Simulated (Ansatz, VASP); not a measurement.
One calculation of WC, two programs

INCAR

```
PREC = Accurate ; ENCUT = 520
EDIFF = 1E-7 ; ISMEAR = 0
SIGMA = 0.15 ; LREAL = F
LASPH = T ; NELM = 80
ALGO = Normal ; ISIF = 2
LWAVE = F ; LCHARG = F
GGA = PE ; NBANDS = 16
```

KPOINTS

```
regular mesh
0
Gamma
  24 24 22
```

File POSCAR:

```
WC
1.0
    2.9217716515      0.0000000000      0.0000000000
   -1.4608858258      2.5303284743      0.0000000000
    0.0000000000      0.0000000000      3.0748419522
W C
1 1
Direct
    0.0000000000      0.0000000000      0.0000000000
    0.6666666667      0.3333333333      0.5000000000
```

Input for Ansatz:

```yaml
crystal:
  lattice:
    - [2.9217716515, 0.0, 0.0]
    - [-1.4608858258, 2.5303284743, 0.0]
    - [0.0, 0.0, 3.0748419522]
  atoms:
    - { symbol: W, position: [0.0, 0.0, 0.0] }
    - { symbol: C, position: [0.6666666667, 0.3333333333, 0.5] }
basis:
  ecutwfc: 420
kpoints:
  mp_grid: { grid: [24, 24, 22] }
hamiltonian:
  xc: pbe
scf:
  occupations: { method: gaussian, width: 0.15 }
output:
  forces: true
  stress: true
  eigenvalues: true
```

Change from the starting cell: strain +0.000 along x and y, +0.080 along z, atoms carried along.

Alike in both runs: task single point; functional PBE; k mesh 24 × 24 × 22; occupations gaussian, width 0.15 eV; no spin polarisation.

|  | VASP | Ansatz |
| --- | --- | --- |
| version | VASP 6.6.1 | Ansatz 0.2.0 |
| potentials or method | VASP PAW PBE potentials, release 64 (W_sv, C), cutoff 520 eV | scalar-relativistic, plane waves, PAW |
| valence electrons in the cell | 18 | 18 |

VASP gave:

```
gap on the k mesh at the Fermi level (eV)                     : none
pressure (GPa)                                                : -25.5
traceless stress, the component that is largest in VASP (GPa) : -32.14
```

Q: What did Ansatz give for the same quantities?

A: gap on the k mesh at the Fermi level (eV): none; pressure (GPa): -26.2; traceless stress, the component that is largest in VASP (GPa): -32.23.

A gap of «none» marks a metal or a gap that the smearing closes.

Neither program's run includes spin-orbit coupling.
